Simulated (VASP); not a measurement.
Here is a VASP 6.6.1 calculation.

The input POSCAR:

```
K
1.0
   -2.6699463634      2.6699463634      2.6699463634
    2.6699463634     -2.6699463634      2.6699463634
    2.6699463634      2.6699463634     -2.6699463634
K
1
Direct
    0.0000000000      0.0000000000      0.0000000000
```

Contents of INCAR.step1:

```
  PREC = Accurate
  ENCUT = 520
  ISMEAR = -1
  SIGMA = 0.6
  LREAL = False
  LASPH = True
  NELM = 60
  NBANDS = 10
  GGA = PE
  ALGO = Normal
  EDIFF = 1E-4
  LWAVE = True
  LCHARG = False
```

The input INCAR.step2:

```
  PREC = Accurate
  ENCUT = 520
  EDIFF = 1E-7
  ISMEAR = -1
  SIGMA = 0.6
  LREAL = False
  LASPH = True
  NELM = 60
  ALGO = Normal
  ISIF = 2
  LWAVE = False
  LCHARG = True
  METAGGA = R2SCAN
  LMIXTAU = True
  LELF = True
  LVHAR = True
  NBANDS = 10
  ISTART = 1
```

The input KPOINTS:

```
Automatic mesh
0
Gamma
  8 8 8
```

Potentials or basis: VASP PAW PBE potentials, release 64 (K_sv).

Command:

```sh
$ cat potpaw_PBE.64/K_sv/POTCAR > POTCAR
$ cp INCAR.step1 INCAR
$ mpirun -np 1 vasp_std > vasp.out
$ cp INCAR.step2 INCAR
$ mpirun -np 1 vasp_std > vasp.out
```

Question: Estimate the pressure.

Answer: 0.3 GPa.

Caveat: the PAW data sets were made with another functional, which shifts forces and pressure a little.
